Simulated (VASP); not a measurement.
A run of VASP 6.6.1 is set up as follows.

INCAR

```
SYSTEM = CdCu3O4
PREC     = Accurate       ! precision mode
ENCUT    = 820            ! plane-wave cutoff, eV
EDIFF    = 1E-6           ! SCF threshold, eV
ISMEAR   = 0              ! smearing method
SIGMA    = 0.1            ! smearing width, eV
LREAL    = .False.        ! projectors in reciprocal space
LASPH    = .True.         ! aspherical terms in the spheres
NELM     = 200            ! most SCF steps
ALGO     = Normal         ! electronic algorithm
ISIF     = 2              ! what is computed and relaxed
LWAVE    = .False.        ! write WAVECAR
LCHARG   = .False.        ! write CHGCAR
ISPIN    = 2              ! spin polarisation
MAGMOM   = 0 0.5 0.5 0.5 0.34 0.34 0.34 0.34 ! initial moments
LORBIT   = 11             ! projections on sites
LMAXMIX  = 4              ! l up to which the mixer works
GGA      = PE             ! functional
NBANDS   = 64             ! bands
GGA_COMPAT= .False.
```

KPOINTS

```
Automatic mesh
0
Gamma
  4 4 4
  0 0 0
```

POSCAR

```
CdCu3O4
1.0
    5.0696974843      0.0000000000      0.0000000000
    0.0000000000      5.0696974843      0.0000000000
    0.0000000000      0.0000000000      5.0696974843
Cd Cu O
1 3 4
Direct
    0.0000000000      0.0000000000      0.0000000000
    0.5000000000      0.0000000000      0.0000000000
    0.0000000000      0.5000000000      0.0000000000
    0.0000000000      0.0000000000      0.5000000000
    0.2417239686      0.2417239686      0.2417239686
    0.2417239686      0.7582760314      0.7582760314
    0.7582760314      0.7582760314      0.2417239686
    0.7582760314      0.2417239686      0.7582760314
```

Potentials or basis: VASP PAW PBE potentials, release 64 (Cd_sv_GW, Cu_sv_GW, O).

The run is started by

```sh
$ cat potpaw_PBE.64/Cd_sv_GW/POTCAR potpaw_PBE.64/Cu_sv_GW/POTCAR potpaw_PBE.64/O/POTCAR > POTCAR
$ mpirun -np 1 vasp_std > vasp.out
```

(1) Predict the pressure.

(2) What does it give for the net moment?

Answers

(1) -0.4 GPa.

(2) 2.99 μB per cell.
